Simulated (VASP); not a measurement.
The system is TaN.

```
Ta N
1.0
     5.19600    0.00000    0.00000
    -2.59800    4.49987    0.00000
     0.00000    0.00000    2.91100
Ta N
3 3
Cartesian
  0.0000 0.0000 0.0000
  2.5980 1.5000 1.4555
  0.0000 2.9999 1.4555
  -1.0206 1.7678 0.0000
  1.5774 2.7321 0.0000
  2.0412 0.0000 0.0000
```

Base run:

* Program: VASP 6.6.1
* Functional: LDA
* Potentials or basis: VASP PAW LDA potentials, release 64 (Ta_pv, N)
* Cutoff: 520 eV
* k mesh: 6 × 6 × 9
* Occupations: fermi-dirac, width 0.05 eV
* Spin: no spin polarisation

Its results: band gap on the k mesh zero (bands 24 and 25 overlap by 3.10 eV); pressure -8.3 GPa; largest force 0.033 eV/Å.

Problem. The run is repeated on the same cell with these changes: functional from LDA to r2SCAN; potentials or basis from VASP PAW LDA potentials, release 64 (Ta_pv, N) to VASP PAW PBE potentials, release 64 (Ta_pv, N). What comes out?

Solution. Band gap on the k mesh zero (bands 24 and 25 overlap by 3.11 eV); pressure 1.9 GPa; largest force 0.024 eV/Å.

Caveats: spin-orbit coupling is left out, which moves the levels of the heavy elements; the cell stands under tension (at least some runs); the PAW data sets were made with another functional, which shifts forces and pressure a little (at least some runs).
